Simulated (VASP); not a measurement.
Crystal: W.

```
CELL_PARAMETERS angstrom
2.55515 0.00000 0.00000
0.00000 2.55515 0.00000
0.00000 0.00000 2.55515
ATOMIC_POSITIONS crystal
W 0.00000 0.00000 0.00000
```

This isn't the form of W at room conditions, which is bcc.

| Quantity | Value |
| --- | --- |
| Program | VASP 6.6.1 |
| Task | relaxation of cell and atoms |
| Functional | r2SCAN |
| Potentials or basis | VASP PAW PBE potentials, release 64 (W_sv) |
| Cutoff | 600 eV |
| k mesh | 6 × 6 × 6 |
| Occupations | gaussian, width 0.1 eV |
| Spin | no spin polarisation |

At the start: pressure 19.6 GPa; volume 16.68 Å³/atom.

Problem. How do energy, volume and symmetry change on relaxing?

Solution. Over 4 steps the energy falls by 71.7 meV/atom and the volume is 17.94 Å³/atom (+7.5 %); space group Pm-3m (No. 221, to 0.1 Å) before and after.

The path:
| step | energy change (eV) | largest force (eV/Å) | pressure (GPa) | volume (Å³) |
| --- | --- | --- | --- | --- |
| 1 | 0.0000 | 0.0000 | 19.59 | 16.68 |
| 2 | 0.4177 | 0.0000 | -31.27 | 22.11 |
| 3 | -0.0711 | 0.0000 | -1.45 | 18.04 |
| 4 | -0.0717 | 0.0000 | -0.13 | 17.94 |

Final structure:
```yaml
crystal:
  lattice:
    - [2.61788, 0.00000, 0.00000]
    - [0.00000, 2.61788, 0.00000]
    - [0.00000, 0.00000, 2.61788]
  atoms:
    - { symbol: W, position: [0.00000, 0.00000, 0.00000] }
```

Caveat: the k points lie up to 0.40 Å⁻¹ apart in the final cell, too coarse for converged energies and pressures of a metal; the PAW data sets were made with another functional, which shifts forces and pressure a little.
